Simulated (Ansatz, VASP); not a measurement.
## Tl in VASP and in Ansatz

```
Tl
1.0
     0.00000    3.44076    3.44076
     3.44076    0.00000    3.44076
     3.44076    3.44076    0.00000
Tl
2
Direct
  0.12500 0.12500 0.12500
  0.87500 0.87500 0.87500
```

Alike in both runs: functional PBEsol; k mesh 8 × 8 × 8; occupations fermi-dirac, width 0.1 eV; no spin polarisation.

Ansatz relaxed the structure, and its values are those at the end. VASP's run is a single point on that final structure, the one shown.

```csv
,VASP,Ansatz
version,VASP 6.6.1,Ansatz 0.2.0
potentials or method,"VASP PAW PBE potentials, release 64 (Tl_d), cutoff 520 eV","plane waves (420 eV) with PAW, scalar-relativistic"
valence electrons in the cell,26,26
```

```csv
,VASP,Ansatz,Ansatz less VASP
pressure (GPa),0.0,0.0,+0.05
```

VASP's potentials were made for PBE, not for PBEsol, and Ansatz warns of the same on its side.

Spin-orbit coupling is off throughout.
